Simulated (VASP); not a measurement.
# HfC (R-3m) in VASP: single point with PBE

Aim: the single point of HfC with PBE.

Program: VASP 6.6.1. These are calculated values, not measurements. Logs are shortened: lines on timing, memory, paths and dates and some standing lists are left out, and cuts for length are marked.

## (1) The cell of the first run

The structure is trigonal, space group R-3m (No. 166). Conventional cell: a = 3.219 Å, b = 3.219 Å, c = 7.642 Å, α = 90.00°, β = 90.00°, γ = 120.00°. Within 3.0 Å of Hf (site symmetry -3m) lie 6 C at 2.25 Å. C (site symmetry -3m) has 6 Hf at 2.25 Å within 3.0 Å.

## (2) Single point, PBE (strained)

The input, INCAR:

```
PREC     = Accurate       # precision mode
ENCUT    = 520            # plane-wave cutoff, eV
EDIFF    = 1E-6           # SCF threshold, eV
ISMEAR   = 0              # smearing method
SIGMA    = 0.1            # smearing width, eV
LREAL    = False          # projectors in reciprocal space
LASPH    = True           # aspherical terms in the spheres
NELM     = 60             # most SCF steps
ALGO     = Normal         # electronic algorithm
ISIF     = 2              # what is computed and relaxed
LWAVE    = False          # write WAVECAR
LCHARG   = False          # write CHGCAR
GGA      = PE             # functional
ISYM     = 0            
NBANDS   = 14             # bands
```

The input, KPOINTS:

```
regular mesh
0
Gamma
  15 14 15
```

The input, POSCAR:

```
HfC
1.0
    0.0000000000      2.2758495000      2.2758495000
    2.2293495000      0.0465000000      2.2293495000
    2.2758495000      2.2758495000      0.0000000000
Hf C
1 1
Direct
    0.5000000000      0.5000000000      0.5000000000
    0.0000000000      0.0000000000      0.0000000000
```

Potentials or basis: VASP PAW PBE potentials, release 64 (Hf_pv, C).

Started as:

```console
$ cat potpaw_PBE.64/Hf_pv/POTCAR potpaw_PBE.64/C/POTCAR > POTCAR
$ mpirun -np 1 vasp_std > vasp.out
```

OUTCAR:

```text
PREC = Accurate
   ENCUT = 520
   EDIFF = 1E-6
   ISMEAR = 0
   LREAL = False
   LASPH = True
   NELM = 60
   ISIF = 2
   GGA = PE
   ISYM = 0

 ion  position               nearest neighbor table
   1  0.500  0.500  0.500-   2 2.25   2 2.25   2 2.25   2 2.25   2 2.25   2 2.25
   2  0.000  0.000  0.000-   1 2.25   1 2.25   1 2.25   1 2.25   1 2.25   1 2.25

IMPORTANT INFORMATION: All symmetrisations will be switched off!
NOSYMM: (Re-)initialisation of all symmetry stuff for point group C_1.

----------------------------------------------------------------------------------------

                                     Primitive cell

  volume of cell :      22.8529

  direct lattice vectors                    reciprocal lattice vectors
     0.000000000  2.275849500  2.275849500    -0.222013574  0.222013574  0.217382792
     2.229349500  0.046500000  2.229349500     0.226644356 -0.226644356  0.226644356
     2.275849500  2.275849500  0.000000000     0.217382792  0.222013574 -0.222013574

  length of vectors
     3.218537229  3.153119192  3.218537229     0.381883925  0.392559539  0.381883925

  position of ions in fractional coordinates (direct lattice)
     0.500000000  0.500000000  0.500000000
     0.000000000  0.000000000  0.000000000

  ion indices of the primitive-cell ions
   primitive index   ion index
                 1           1
                 2           2

----------------------------------------------------------------------------------------

 KPOINTS: regular mesh

Automatic generation of k-mesh.
 Grid dimensions read from file:
 generate k-points for:   15   14   15

 Generating k-lattice:

  Cartesian coordinates                     Fractional coordinates (reciprocal lattice)
    -0.014800905  0.014800905  0.014492186     0.066666667  0.000000000  0.000000000
     0.016188883 -0.016188883  0.016188883     0.000000000  0.071428571  0.000000000
     0.014492186  0.014800905 -0.014800905     0.000000000  0.000000000  0.066666667

  Length of vectors
     0.025458928  0.028039967  0.025458928

  Shift w.r.t. Gamma in fractional coordinates (k-lattice)
     0.000000000  0.000000000  0.000000000

 -----------------------------------------------------------------------------
|                                                                             |
|           W    W    AA    RRRRR   N    N  II  N    N   GGGG   !!!           |
|           W    W   A  A   R    R  NN   N  II  NN   N  G    G  !!!           |
|           W    W  A    A  R    R  N N  N  II  N N  N  G       !!!           |
|           W WW W  AAAAAA  RRRRR   N  N N  II  N  N N  G  GGG   !            |
|           WW  WW  A    A  R   R   N   NN  II  N   NN  G    G                |
|           W    W  A    A  R    R  N    N  II  N    N   GGGG   !!!           |
|                                                                             |
|     Your reciprocal lattice and k-lattice belong to different lattice       |
|     classes:                                                                |
|                                                                             |
|        The reciprocal lattice is rhombohedral (trigonal),                   |
|        whereas your k-lattice is base-centered monoclinic.                  |
|                                                                             |
|     Results are often still useful ...                                      |
|                                                                             |
 -----------------------------------------------------------------------------

 WARNING: IBZKPT: internal override: KBLOWUP is changed to .FALSE.
      ... skipping the blow-up phase ...

 Subroutine IBZKPT returns following result:
 ===========================================

 Found   1576 irreducible k-points:

 Following reciprocal coordinates:
            Coordinates               Weight
  0.000000  0.000000  0.000000      1.000000
  0.066667  0.000000  0.000000      2.000000
  0.133333 -0.000000  0.000000      2.000000
  0.200000 -0.000000  0.000000      2.000000
  0.266667 -0.000000  0.000000      2.000000
  0.333333  0.000000  0.000000      2.000000
[... 16 lines left out ...]
 -0.066667  0.071429  0.000000      2.000000
  0.000000  0.142857  0.000000      2.000000
 [... further k-points ...]
   k-points           NKPTS =   1576   k-points in BZ     NKDIM =   1576   number of bands    NBANDS=     14
   number of dos      NEDOS =    301   number of ions     NIONS =      2
   total plane-waves  NPLWV =  13824
   dimension x,y,z NGX =    24 NGY =   24 NGZ =   24
   dimension x,y,z NGXF=    48 NGYF=   48 NGZF=   48
   ions per type =               1   1
   NGX,Y,Z   is equivalent  to a cutoff of  12.40, 12.65, 12.40 a.u.
   NGXF,Y,Z  is equivalent  to a cutoff of  24.79, 25.31, 24.79 a.u.
 SYSTEM =  unknown system
   PREC   = accura    normal or accurate (medium, high low for compatibility)
   ISTART =      0    job   : 0-new  1-cont  2-samecut
   ICHARG =      2    charge: 1-file 2-atom 10-const
   ISPIN  =      1    spin polarized calculation?
   LNONCOLLINEAR =      F non collinear calculations
   LSORBIT =      F    spin-orbit coupling
   LASPH  =      T    aspherical Exc in radial PAW
   ENCUT  =  520.0 eV  38.22 Ry    6.18 a.u.   5.98  5.86  5.98*2*pi/ulx,y,z
   NELM   =     60;   NELMIN=  2; NELMDL= -5     # of ELM steps
   EDIFF  = 0.1E-05   stopping-criterion for ELM
   LREAL  =      F    real-space projection
   EDIFFG = 0.1E-04   stopping-criterion for IOM
   NSW    =      0    number of steps for IOM
   IBRION =     -1    ionic relax: 0-MD 1-quasi-New 2-CG
   NFREE  =      0    steps in history (QN), initial steepest desc. (CG)
   ISIF   =      2    stress and relaxation
   ISYM   =      0    0-nonsym 1-usesym 2-fastsym
   POTIM  = 0.5000    time-step for ionic-motion
   TEBEG  =    0.0;   TEEND  =   0.0 temperature during run
   PSTRESS=    0.0 pullay stress
   NELECT =      14.0000    total number of electrons
   NUPDOWN=      -1.0000    fix difference up-down
   EMIN   =  10.00;   EMAX   =-10.00  energy-range for DOS
   EFERMI =   0.00;   METHOD = LEGACY
   ISMEAR =     0;   SIGMA  =   0.10  broadening in eV -4-tet -1-fermi 0-gaus
   EFERMI_NEDOS =   21; number of points for ismear=-14 and -15
   IALGO  =     38    algorithm
   IMIX   =      4    mixing-type and parameters
     AMIX     =   0.40;   BMIX     =  1.00
     AMIX_MAG =   1.60;   BMIX_MAG =  1.00
  volume/ion in A,a.u.               =      11.43        77.11
  Fermi-wavevector in a.u.,A,eV,Ry     =   1.390390  2.627457 26.302588  1.933186
  Thomas-Fermi vector in A             =   2.514330
   LORBIT       =      0    0 simple, 1 ext, 2 COOP (PROOUT), +10 PAW based schemes
   GGA     = PE    functional components
   LHFCALC =     F    Hartree Fock is set to
   AEXX    =    0.0000 exact exchange contribution
   IVDW    =     0    specifies the selected vdW correction
   LEPSILON=     F    determine dielectric tensor
   LRPA    =     F    only Hartree local field effects (RPA)
 non-spin polarized calculation
 Gauss-broadening in eV      SIGMA  =   0.10
  energy-cutoff  :      520.00
  volume of cell :       22.85
 maximum number of plane-waves:       629
   NGX = 11   NGY = 11   NGZ = 11

 number of electron      14.0000000 magnetization

 Free energy of the ion-electron system (eV)
  ---------------------------------------------------
  ext. energy  EPLUGINS =         0.00000000
  ---------------------------------------------------
  free energy    TOTEN  =       -20.85519166 eV

  energy without entropy =      -20.85383186  energy(sigma->0) =      -20.85451176

 E-fermi :   6.7132     XC(G=0): -12.7640

 val. band max:        6.7126539464   @ k =   0.1333  -0.0000   0.0667
 cond. band min:       6.7137338397   @ k =   0.2667  -0.0714   0.2667
 fundamental gap:      0.0010798933
 Fermi energy:         6.7132419791

 k-point     1 :       0.0000    0.0000    0.0000
  band No.  band energies     occupation
      1     -22.4083      2.00000
      2     -22.4079      2.00000
      3     -22.3721      2.00000
      4      -6.0819      2.00000
      5       7.6953      0.00000
      6       7.6955      0.00000
      7       7.9001      0.00000
      8       7.9434      0.00000
      9       7.9436      0.00000
     10       8.4470      0.00000
     11      10.4151      0.00000
     12      10.4154      0.00000
     13      14.7297      0.00000
     14      18.0047      0.00000

 k-point     2 :       0.0667    0.0000    0.0000
  band No.  band energies     occupation
      1     -22.4502      2.00000
      2     -22.4114      2.00000
      3     -22.3793      2.00000
      4      -5.9524      2.00000
      5       6.7926      0.26184
      6       7.0356      0.00001
      7       7.2868      0.00000
      8       8.2642      0.00000
      9       8.5267      0.00000
     10       8.7693      0.00000
     11      11.0103      0.00000
     12      11.0261      0.00000
     13      14.9654      0.00000
     14      18.3462      0.00000

 k-point     3 :       0.1333   -0.0000    0.0000
  band No.  band energies     occupation
      1     -22.5739      2.00000
      2     -22.4204      2.00000
      3     -22.3929      2.00000
      4      -5.5777      2.00000
      5       5.6007      2.00000
      6       6.0987      2.00000
      7       6.3680      2.00000
      8       8.6787      0.00000
      9       8.9828      0.00000
     10       9.2498      0.00000
     11      12.2877      0.00000
     12      12.3002      0.00000
     13      15.5785      0.00000
     14      19.2942      0.00000
[... 324 lines left out ...]
 k-point    23 :      -0.0667    0.0714    0.0000
  band No.  band energies     occupation
      1     -22.5090      2.00000
      2     -22.4246      2.00000
      3     -22.4104      2.00000
      4      -5.7093      2.00000
      5       6.1102      2.00000
      6       6.3026      2.00000
      7       6.6843      1.31746
      8       8.1720      0.00000
      9       8.9734      0.00000
     10       9.2730      0.00000
     11      11.2383      0.00000
     12      12.3538      0.00000
     13      15.4483      0.00000
     14      19.0726      0.00000

 k-point    24 :       0.0000    0.1429    0.0000
  band No.  band energies     occupation
      1     -22.5795      2.00000
      2     -22.4295      2.00000
      3     -22.4291      2.00000
      4      -5.4834      2.00000
      5       5.7346      2.00000
      6       5.9637      2.00000
      7       5.9638      2.00000
      8       8.7060      0.00000
      9       8.7060      0.00000
     10       9.2890      0.00000
     11      12.6081      0.00000
     12      12.6084      0.00000
     13      15.7800      0.00000
     14      19.7486      0.00000

 [... further k-points ...]

------------------------ aborting loop because EDIFF is reached ----------------------------------------

  FORCE on cell =-STRESS in cart. coord.  units (eV):
  Direction    XX          YY          ZZ          XY          YZ          ZX
  --------------------------------------------------------------------------------------
  -------------------------------------------------------------------------------------
  Total        3.8477175      3.8248381      3.8477194     -0.5284241     -0.5284241      0.5303472
  in kB      269.7562967    268.1522633    269.7564314    -37.0468256    -37.0468301     37.1816542
  external PRESSURE =     269.2216638 kB  Pullay stress =       0.0000000 kB

 VOLUME and BASIS-vectors are now :
 -----------------------------------------------------------------------------
  energy-cutoff  :      520.00
  volume of cell :       22.85
      direct lattice vectors                 reciprocal lattice vectors
     0.000000000  2.275849500  2.275849500    -0.222013574  0.222013574  0.217382792
     2.229349500  0.046500000  2.229349500     0.226644356 -0.226644356  0.226644356
     2.275849500  2.275849500  0.000000000     0.217382792  0.222013574 -0.222013574

 POSITION                                       TOTAL-FORCE (eV/Angst)
 -----------------------------------------------------------------------------------
      2.25260      2.29910      2.25260        -0.000000     -0.000000     -0.000000
      0.00000      0.00000      0.00000         0.000000      0.000000      0.000000
 -----------------------------------------------------------------------------------
    total drift:                                0.000000      0.000000     -0.000000

  FREE ENERGIE OF THE ION-ELECTRON SYSTEM (eV)
  ---------------------------------------------------
  free  energy   TOTEN  =       -20.8551916554 eV

  energy  without entropy=      -20.8538318637  energy(sigma->0) =      -20.85451176
```

It took 12 min on 1 thread of AMD EPYC 7R13, shared host; peak memory 0.56 GiB.

What came out:

- Free energy: -20.8552 eV
- Pressure: 26.9 GPa
- Band gap on the k mesh: zero (bands 7 and 8 overlap by 1.50 eV)

Stress tensor (GPa, compression positive):
```
26.98 -3.70  3.72
-3.70 26.82 -3.70
 3.72 -3.70 26.98
```

Caveat: the cell differs from its parent crystal (strained); the cell stands under pressure; spin-orbit coupling is left out, which moves the levels of the heavy elements.
